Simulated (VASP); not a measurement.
A run of VASP 6.6.1:

File INCAR:

```
PREC = Accurate ; ENCUT = 520
EDIFF = 1E-6 ; ISMEAR = -1
SIGMA = 0.1 ; LREAL = False
LASPH = True ; NELM = 80
ALGO = Normal ; ISIF = 2
LWAVE = False ; LCHARG = True
GGA = PE ; LELF = True
LVHAR = True ; NBANDS = 12
```

File KPOINTS:

```
regular mesh
0
Gamma
  8 8 8
```

File POSCAR:

```
In
1.0
   -1.6302318076      1.6302318076      2.6570553528
    1.6302318076     -1.6302318076      2.6570553528
    1.6302318076      1.6302318076     -2.6570553528
In
1
Direct
    0.0000000000      0.0000000000      0.0000000000
```

Potentials or basis: VASP PAW PBE potentials, release 64 (In_d).

Launch:

```sh
$ cat potpaw_PBE.64/In_d/POTCAR > POTCAR
$ mpirun -np 1 vasp_std > vasp.out
```

Hardware: 1 thread of Intel(R) Xeon(R) 6975P-C (Granite Rapids), on a shared host.

Estimate the wall time of this run.

Wall time 10 s on 1 thread of Intel(R) Xeon(R) 6975P-C (Granite Rapids), on a shared host, peak memory 0.16 GiB. Counts: scf iterations 10, k points 59.
